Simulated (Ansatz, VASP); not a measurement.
Te2Mo: VASP beside Ansatz

```
CELL_PARAMETERS angstrom
3.56023 0.00000 0.00000
-1.78012 3.08325 0.00000
0.00000 0.00000 17.52406
ATOMIC_POSITIONS crystal
Te 0.33333 0.66667 0.89786
Te 0.33333 0.66667 0.10214
Mo 0.00000 0.00000 0.00000
```

Alike in both runs: task single point; functional PBE; k mesh 6 × 6 × 1; no spin polarisation.

```csv
,VASP,Ansatz
version,VASP 6.6.1,Ansatz 0.2.0
potentials or method,"VASP PAW PBE potentials, release 64 (Te, Mo_sv), cutoff 500 eV","scalar-relativistic, plane waves, PAW"
occupations,"gaussian, width 0.01 eV",fixed
valence electrons in the cell,26,46
```

Ansatz gave:

```
gap on the k mesh at the Fermi level (eV) : 1.05
least direct gap on the mesh (eV)         : 1.05
rms of the force components (eV/Å)        : 0.105
```

Q: Estimate VASP's values.

A: gap on the k mesh at the Fermi level (eV): 1.05; least direct gap on the mesh (eV): 1.05; rms of the force components (eV/Å): 0.112.

Atom by atom the forces differ by 0.007 eV/Å (rms over components). VASP's potentials hold 26 valence electrons a cell and Ansatz's 46, so a difference there can come from the potentials and not from the codes.

Spin-orbit coupling is off throughout.
